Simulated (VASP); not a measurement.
# Mg2BeS3 (Pmm2) in VASP: a series of runs

Mg2BeS3 is run at these levels: PBE; tasks: relaxation of cell and atoms, single point.

All numbers are computed with VASP 6.6.1; they aren't measurements. Logs are shortened: lines on timing, memory, paths and dates and some standing lists are left out, and cuts for length are marked.

### 1 The cell of the first run

It takes space group Pmm2 (No. 25, orthorhombic). Conventional cell: a = 3.526 Å, b = 4.392 Å, c = 7.626 Å, α = 90.00°, β = 90.00°, γ = 90.00°. Within 3.8 Å of Mg (site symmetry mm2) lie 2 Be at 2.87 Å and 10 S at 3.05 to 3.42 Å and 2 Mg at 3.53 Å. Mg (site symmetry mm2) has 8 S at 2.91 to 3.21 Å and 4 Be at 3.07 Å and 2 Mg at 3.53 Å within 3.8 Å. Be (site symmetry mm2) has 3 S at 2.44 to 2.45 Å and 6 Mg at 2.87 to 3.07 Å within 3.2 Å. Within 3.6 Å of S (site symmetry mm2) lie 5 S at 2.63 to 3.53 Å and 6 Mg at 3.17 to 3.21 Å. S (site symmetry mm2) has 2 Be at 2.45 Å and 1 S at 2.63 Å and 6 Mg at 2.91 to 3.05 Å within 3.2 Å. S (site symmetry mm2) has 1 Be at 2.44 Å and 2 S at 2.64 Å and 4 Mg at 3.07 Å within 3.2 Å.

The cell was generated, and may not be a known phase.

### 2 Relaxation of cell and atoms, PBE

The input, INCAR:

```
ALGO = Normal
EDIFF = 1E-7
EDIFFG = -0.04
ENCUT = 600
GGA = PE
GGA_COMPAT = F
IBRION = 2
ISIF = 3
ISMEAR = 0
LASPH = T
LCHARG = F
LREAL = F
LWAVE = F
NELM = 120
NELMIN = 4
NSW = 90
PREC = Accurate
SIGMA = 0.1
```

The input, KPOINTS:

```
k-points
0
Gamma
  6 4 2
```

The input, POSCAR:

```
Mg2BeS3
1.0
    3.5264876300      0.0000000000      0.0000000000
    0.0000000000      4.3923698800      0.0000000000
    0.0000000000      0.0000000000      7.6262992700
Mg Be S
2 1 3
Direct
    0.0000000000      0.5000000000      0.0282520000
    0.0000000000      0.0000000000      0.4849210100
    0.5000000000      0.5000000000      0.3249149900
    0.5000000000      0.0000000000      0.8361600000
    0.5000000000      0.0000000000      0.1815239900
    0.5000000000      0.5000000000      0.6442279800
```

Potentials or basis: VASP PAW PBE potentials, release 64 (Mg, Be, S).

Run with:

```bash
> cat potpaw_PBE.64/Mg/POTCAR potpaw_PBE.64/Be/POTCAR potpaw_PBE.64/S/POTCAR > POTCAR
> mpirun -np 1 vasp_std > vasp.out
```

OUTCAR:

```text
EDIFF = 1E-7
   EDIFFG = -0.04
   ENCUT = 600
   GGA = PE
   IBRION = 2
   ISIF = 3
   ISMEAR = 0
   LASPH = T
   LREAL = F
   NELM = 120
   NELMIN = 4
   NSW = 90
   PREC = Accurate

 ion  position               nearest neighbor table
   1  0.000  0.500  0.028-   3 2.87   3 2.87   5 3.05   5 3.05   5 3.05   5 3.05   4 3.17   4 3.17
                             4 3.17   4 3.17
   2  0.000  0.000  0.485-   5 2.91   5 2.91   6 3.07   6 3.07   6 3.07   6 3.07   4 3.21   4 3.21

   3  0.500  0.500  0.325-   6 2.44   5 2.45   5 2.45   1 2.87   1 2.87
   4  0.500  0.000  0.836-   5 2.63   6 2.64   6 2.64   1 3.17   1 3.17   1 3.17   1 3.17   2 3.21
                             2 3.21
   5  0.500  0.000  0.182-   3 2.45   3 2.45   4 2.63   2 2.91   2 2.91   1 3.05   1 3.05   1 3.05
                             1 3.05
   6  0.500  0.500  0.644-   3 2.44   4 2.64   4 2.64   2 3.07   2 3.07   2 3.07   2 3.07

  LATTYP: Found a simple orthorhombic cell.
 ALAT       =     3.5264876300
 B/A-ratio  =     1.2455367325
 C/A-ratio  =     2.1625764982

  Lattice vectors:

 A1 = (   3.5264876300,   0.0000000000,   0.0000000000)
 A2 = (   0.0000000000,   4.3923698800,   0.0000000000)
 A3 = (   0.0000000000,   0.0000000000,   7.6262992700)

Analysis of symmetry for initial positions (statically):
=====================================================================
 Subroutine PRICEL returns:
 Original cell was already a primitive cell.

 Routine SETGRP: Setting up the symmetry group for a
 simple orthorhombic supercell.

 Subroutine GETGRP returns: Found  4 space group operations
 (whereof  4 operations were pure point group operations)
 out of a pool of  8 trial point group operations.

The static configuration has the point symmetry C_2v.

Analysis of symmetry for dynamics (positions and initial velocities):
=====================================================================
 Subroutine PRICEL returns:
 Original cell was already a primitive cell.

 Routine SETGRP: Setting up the symmetry group for a
 simple orthorhombic supercell.

 Subroutine GETGRP returns: Found  4 space group operations
 (whereof  4 operations were pure point group operations)
 out of a pool of  8 trial point group operations.

The dynamic configuration has the point symmetry C_2v.

 Subroutine INISYM returns: Found  4 space group operations
 (whereof  4 operations are pure point group operations),
 and found     1 'primitive' translations

----------------------------------------------------------------------------------------
[... 97 lines left out ...]
   LASPH  =      T    aspherical Exc in radial PAW
   ENCUT  =  600.0 eV  44.10 Ry    6.64 a.u.   7.04  8.77 15.23*2*pi/ulx,y,z
   NELM   =    120;   NELMIN=  4; NELMDL= -5     # of ELM steps
   EDIFF  = 0.1E-06   stopping-criterion for ELM
   LREAL  =      F    real-space projection
   EDIFFG = -.4E-01   stopping-criterion for IOM
   NSW    =     90    number of steps for IOM
   IBRION =      2    ionic relax: 0-MD 1-quasi-New 2-CG
   NFREE  =      1    steps in history (QN), initial steepest desc. (CG)
   ISIF   =      3    stress and relaxation
   ISYM   =      2    0-nonsym 1-usesym 2-fastsym
   POTIM  = 0.5000    time-step for ionic-motion
   TEBEG  =    0.0;   TEEND  =   0.0 temperature during run
   PSTRESS=    0.0 pullay stress
   NELECT =      24.0000    total number of electrons
   NUPDOWN=      -1.0000    fix difference up-down
   EMIN   =  10.00;   EMAX   =-10.00  energy-range for DOS
   EFERMI =   0.00;   METHOD = LEGACY
   ISMEAR =     0;   SIGMA  =   0.10  broadening in eV -4-tet -1-fermi 0-gaus
   EFERMI_NEDOS =   21; number of points for ismear=-14 and -15
   IALGO  =     38    algorithm
   IMIX   =      4    mixing-type and parameters
     AMIX     =   0.40;   BMIX     =  1.00
     AMIX_MAG =   1.60;   BMIX_MAG =  1.00
  volume/ion in A,a.u.               =      19.69       132.86
  Fermi-wavevector in a.u.,A,eV,Ry     =   0.962410  1.818692 12.602170  0.926233
  Thomas-Fermi vector in A             =   2.091867
   LORBIT       =      0    0 simple, 1 ext, 2 COOP (PROOUT), +10 PAW based schemes
   GGA     = PE    functional components
   LHFCALC =     F    Hartree Fock is set to
   AEXX    =    0.0000 exact exchange contribution
   IVDW    =     0    specifies the selected vdW correction
   LEPSILON=     F    determine dielectric tensor
   LRPA    =     F    only Hartree local field effects (RPA)
 conjugate gradient relaxation of ions
 non-spin polarized calculation
 Gauss-broadening in eV      SIGMA  =   0.10
  energy-cutoff  :      600.00
  volume of cell :      118.13
 maximum number of plane-waves:      3974
   NGX = 15   NGY = 17   NGZ = 31

--------------------------------------- Ionic step        1  -------------------------------------------

 number of electron      23.9999999 magnetization

 Free energy of the ion-electron system (eV)
  ---------------------------------------------------
  ext. energy  EPLUGINS =         0.00000000
  ---------------------------------------------------
  free energy    TOTEN  =       -19.08737123 eV

  energy without entropy =      -19.07006149  energy(sigma->0) =      -19.07871636

------------------------ aborting loop because EDIFF is reached ----------------------------------------

  FORCE on cell =-STRESS in cart. coord.  units (eV):
  Direction    XX          YY          ZZ          XY          YZ          ZX
  --------------------------------------------------------------------------------------
  -------------------------------------------------------------------------------------
  Total       -2.4759317     -7.7991859     -5.4947336      0.0000000      0.0000000      0.0000000
  in kB      -33.5810390   -105.7802867    -74.5250218      0.0000000      0.0000000      0.0000000
  external PRESSURE =     -71.2954492 kB  Pullay stress =       0.0000000 kB
[... 1018 lines left out ...]
      3      -5.9557      2.00000
      4      -1.7045      2.00000
      5      -1.3121      2.00000
      6      -1.1482      2.00000
[... 8 lines left out ...]
     15       7.1525      0.00000
     16       8.6478      0.00000

[... ionic steps 4 to 34 ...]

--------------------------------------- Ionic step       35  -------------------------------------------

 number of electron      23.9999999 magnetization

------------------------ aborting loop because EDIFF is reached ----------------------------------------
[... 75 lines left out ...]
--------------------------------------- Ionic step       37  -------------------------------------------

 number of electron      24.0000000 magnetization

 Free energy of the ion-electron system (eV)
  ---------------------------------------------------
  ext. energy  EPLUGINS =         0.00000000
  ---------------------------------------------------
  free energy    TOTEN  =       -24.76601931 eV

  energy without entropy =      -24.76594862  energy(sigma->0) =      -24.76598396

 E-fermi :   1.8428     XC(G=0):  -7.7831

 val. band max:        1.6469687019   @ k =   0.5000   0.5000   0.5000
 cond. band min:       2.0460032668   @ k =   0.5000   0.5000   0.5000
 fundamental gap:      0.3990345650
 Fermi energy:         1.8428282686
[... 487 lines left out ...]
  FREE ENERGIE OF THE ION-ELECTRON SYSTEM (eV)
  ---------------------------------------------------
  free  energy   TOTEN  =       -24.7660193058 eV

  energy  without entropy=      -24.7659486196  energy(sigma->0) =      -24.76598396

 reached required accuracy - stopping structural energy minimisation
```

Wall time 46 min (1 thread of Intel Xeon 8259CL, shared host); peak memory 0.26 GiB.

What came out:

* Free energy: -24.7660 eV
* Relaxed volume: 23.66 Å³/atom
* Relaxed cell: a = 3.540 Å, b = 3.543 Å, c = 11.321 Å, α = 90.00°, β = 90.00°, γ = 90.00°
* Space group after relaxing (to 0.1 Å): Pmm2 (No. 25)
* Energy gained by relaxing: 946.4 meV/atom
* Ionic steps: 37
* Pressure after relaxing: 0.0 GPa
* Largest force after relaxing: 0.040 eV/Å
* Band gap on the k mesh: 0.40 eV

Forces in eV/Å, atoms in the order of the input:
```
Mg   0.000  0.000 -0.030
Mg   0.000  0.000  0.040
Be   0.000  0.000 -0.017
S    0.000  0.000  0.032
S    0.000  0.000  0.010
S    0.000  0.000 -0.036
```

Stress tensor (GPa, compression positive):
```
-0.01  0.00  0.00
 0.00 -0.17  0.00
 0.00  0.00  0.13
```

The path:
| step | energy change (eV) | largest force (eV/Å) | pressure (GPa) | volume (Å³) |
| --- | --- | --- | --- | --- |
| 1 | 0.0000 | 2.9848 | -7.13 | 118.13 |
| 2 | -1.2522 | 3.4483 | -1.40 | 103.72 |
| 3 | -1.5563 | 1.9277 | 9.79 | 91.29 |
| 4 | -1.6077 | 2.4604 | 5.47 | 94.98 |
| 5 | -2.3323 | 1.7729 | 8.69 | 94.30 |
| 6 | -2.3963 | 4.0819 | 12.62 | 93.72 |
| 7 | -2.7193 | 3.9452 | 11.81 | 95.16 |
| 8 | -3.4473 | 4.5020 | 11.89 | 99.23 |
| 9 | -3.0317 | 5.6565 | 18.98 | 106.30 |
| 10 | -3.5174 | 5.2544 | 15.14 | 102.93 |
| 11 | -4.3370 | 2.5337 | 8.62 | 109.17 |
| 12 | -4.8224 | 1.4600 | 2.77 | 117.49 |
| 13 | -4.7578 | 1.4525 | -3.71 | 135.02 |
| 14 | -4.9056 | 1.6789 | -1.19 | 126.32 |
| 15 | -4.9134 | 1.6888 | -0.36 | 124.10 |
| 16 | -4.9920 | 1.5175 | -0.39 | 124.58 |
| 17 | -5.1711 | 0.8329 | -0.49 | 126.00 |
| 18 | -5.1565 | 1.8030 | -0.70 | 128.74 |
| 19 | -5.2364 | 0.8349 | -0.60 | 127.25 |
| 20 | -5.2921 | 0.6539 | 0.30 | 126.60 |
| 21 | -5.3075 | 0.4834 | 1.11 | 126.02 |
| 22 | -5.3464 | 0.3929 | 0.50 | 127.79 |
| 23 | -5.3974 | 0.3811 | -1.09 | 133.05 |
| 24 | -5.4289 | 0.3992 | -1.02 | 133.29 |
| 25 | -5.5041 | 0.4648 | -0.79 | 133.98 |
| 26 | -5.5634 | 0.6392 | -0.29 | 135.26 |
| 27 | -5.6096 | 0.4928 | 0.47 | 134.89 |
| 28 | -5.6270 | 0.3151 | 1.29 | 134.49 |
| 29 | -5.6514 | 0.2286 | -0.31 | 138.71 |
| 30 | -5.6521 | 0.2275 | -0.10 | 138.11 |
| 31 | -5.6595 | 0.1852 | -0.04 | 138.45 |
| 32 | -5.6641 | 0.2335 | 0.05 | 138.97 |
| 33 | -5.6699 | 0.1549 | 0.06 | 139.33 |
| 34 | -5.6730 | 0.1301 | 0.09 | 139.82 |
| 35 | -5.6750 | 0.0866 | 0.09 | 140.25 |
| 36 | -5.6768 | 0.0958 | 0.10 | 141.07 |
| 37 | -5.6786 | 0.0399 | -0.02 | 141.98 |

Final structure:
```yaml
crystal:
  lattice:
    - [3.54018, 0.00000, 0.00000]
    - [0.00000, 3.54262, 0.00000]
    - [0.00000, 0.00000, 11.32110]
  atoms:
    - { symbol: Mg, position: [0.00000, 0.50000, 0.90686] }
    - { symbol: Mg, position: [0.00000, 0.00000, 0.48649] }
    - { symbol: Be, position: [0.50000, 0.50000, 0.36956] }
    - { symbol: S, position: [0.50000, 0.00000, 0.89815] }
    - { symbol: S, position: [0.50000, 0.00000, 0.28909] }
    - { symbol: S, position: [0.50000, 0.50000, 0.54985] }
```

Levels at points of the mesh, in eV from the valence-band top:
| k point | band 10 | band 11 | band 12 | band 13 | band 14 | band 15 |
| --- | --- | --- | --- | --- | --- | --- |
| (0.00, 0.00, 0.00) | -0.99 | -0.48 | -0.47 | 1.82 | 3.03 | 3.08 |
| (0.50, 0.00, 0.00) | -1.23 | -0.59 | -0.10 | 1.94 | 3.80 | 4.53 |
| (0.00, 0.50, 0.00) | -0.77 | -0.47 | -0.09 | 3.32 | 4.32 | 4.42 |
| (0.50, 0.50, 0.00) | -2.88 | -1.89 | -0.03 | 0.40 | 1.48 | 2.45 |
| (0.00, 0.00, 0.50) | -0.99 | -0.48 | -0.47 | 1.97 | 2.98 | 3.08 |
| (0.50, 0.00, 0.50) | -1.23 | -0.73 | -0.10 | 1.86 | 4.13 | 4.53 |
| (0.00, 0.50, 0.50) | -0.71 | -0.47 | -0.09 | 3.59 | 4.05 | 4.21 |
| (0.50, 0.50, 0.50) | -2.90 | -1.90 | 0.00 | 0.40 | 1.49 | 2.47 |

Caveat: the volume moved by over 15 % at a fixed basis, so the end points are rough; semilocal functionals underestimate gaps, and a narrow one can read as zero. A k mesh can miss the band edges.

### 3 Relaxation of cell and atoms, PBE

This run uses another cell than the first one, of 24.43 Å³/atom.

The input, INCAR:

```
PREC = Accurate
ENCUT = 600
EDIFF = 1E-7
ISMEAR = 0
SIGMA = 0.1
LREAL = F
LASPH = T
NELM = 120
ALGO = Normal
ISIF = 3
LWAVE = F
LCHARG = F
GGA = PE
IBRION = 2
NSW = 90
EDIFFG = -0.04
GGA_COMPAT = F
NELMIN = 4
```

The input, KPOINTS:

```
Automatic mesh
0
Gamma
  6 6 2
```

The input, POSCAR:

```
Mg2BeS3
1.0
    3.5417894638      0.0000000000      0.0000000000
    0.0000000000      3.5450282839      0.0000000000
    0.0000000000      0.0000000000     11.6734850137
Mg Be S
2 1 3
Direct
    0.5000000000      0.0000000000      0.0961288439
    0.0000000000      0.0000000000      0.5133853837
    0.5000000000      0.5000000000      0.6283330904
    0.0000000000      0.5000000000      0.1032679127
    0.0000000000      0.5000000000      0.7058137522
    0.5000000000      0.5000000000      0.4530710472
```

Potentials or basis: VASP PAW PBE potentials, release 64 (Mg, Be, S).

Run with:

```bash
> cat potpaw_PBE.64/Mg/POTCAR potpaw_PBE.64/Be/POTCAR potpaw_PBE.64/S/POTCAR > POTCAR
> mpirun -np 1 vasp_std > vasp.out
```

It took 5.4 min on 1 thread of Intel Xeon 8259CL, shared host; peak memory 0.3 GiB.

It converged, with:

```yaml
Free_energy: -24.8119 eV
Relaxed_volume: 24.38 Å³/atom
Relaxed_cell: a = 3.533 Å, b = 3.542 Å, c = 11.687 Å, α = 90.00°, β = 90.00°, γ = 90.00°
Space_group_after_relaxing_to_0.1_Å: Pmm2 (No. 25)
Energy_gained_by_relaxing: 0.1 meV/atom
Ionic_steps: 2
Pressure_after_relaxing: 0.1 GPa
Largest_force_after_relaxing: 0.024 eV/Å
Band_gap_on_the_k_mesh: 0.45 eV
```

Forces on the atoms (eV/Å):
```
Mg   0.000  0.000  0.008
Mg   0.000  0.000  0.006
Be   0.000  0.000 -0.024
S    0.000  0.000 -0.013
S    0.000  0.000  0.022
S    0.000  0.000  0.001
```

Stress tensor (GPa, compression positive):
```
0.01 0.00 0.00
0.00 0.05 0.00
0.00 0.00 0.13
```

The path:
```
step  energy change (eV)  largest force (eV/Å)  pressure (GPa)  volume (Å³)
   1              0.0000                0.0366           -0.09       146.57
   2             -0.0006                0.0241            0.06       146.26
```

Final structure:
```
Mg Be S
1.0
     3.53333    0.00000    0.00000
     0.00000    3.54190    0.00000
     0.00000    0.00000   11.68742
Mg Be S
2 1 3
Cartesian
  1.7667 0.0000 1.1241
  0.0000 0.0000 6.0003
  1.7667 1.7709 7.3422
  0.0000 1.7709 1.2061
  0.0000 1.7709 8.2509
  1.7667 1.7709 5.2950
```

Levels at points of the mesh, in eV from the valence-band top:
| k point | band 8 | band 9 | band 10 | band 11 | band 12 | band 13 | band 14 | band 15 | band 16 |
| --- | --- | --- | --- | --- | --- | --- | --- | --- | --- |
| (0.00, 0.00, 0.00) | -1.59 | -1.37 | -0.96 | -0.48 | -0.45 | 1.86 | 3.03 | 3.13 | 4.97 |
| (0.50, 0.00, 0.00) | -2.36 | -1.73 | -0.75 | -0.41 | -0.10 | 3.40 | 4.31 | 4.38 | 4.57 |
| (0.00, 0.50, 0.00) | -3.05 | -1.42 | -1.22 | -0.63 | -0.07 | 1.97 | 3.85 | 4.60 | 5.54 |
| (0.50, 0.50, 0.00) | -3.11 | -3.06 | -2.89 | -1.86 | -0.01 | 0.45 | 1.50 | 2.49 | 5.76 |
| (0.00, 0.00, 0.50) | -1.67 | -1.59 | -0.96 | -0.48 | -0.45 | 1.98 | 2.98 | 3.13 | 4.94 |
| (0.50, 0.00, 0.50) | -2.38 | -1.73 | -0.72 | -0.41 | -0.10 | 3.61 | 4.09 | 4.22 | 4.57 |
| (0.00, 0.50, 0.50) | -3.05 | -1.34 | -1.22 | -0.73 | -0.07 | 1.91 | 4.10 | 4.60 | 5.57 |
| (0.50, 0.50, 0.50) | -3.10 | -3.07 | -2.90 | -1.86 | 0.00 | 0.45 | 1.50 | 2.50 | 5.57 |

Caveat: semilocal functionals underestimate gaps, and a narrow one can read as zero. A k mesh can miss the band edges.

[end of part 1 of 2]
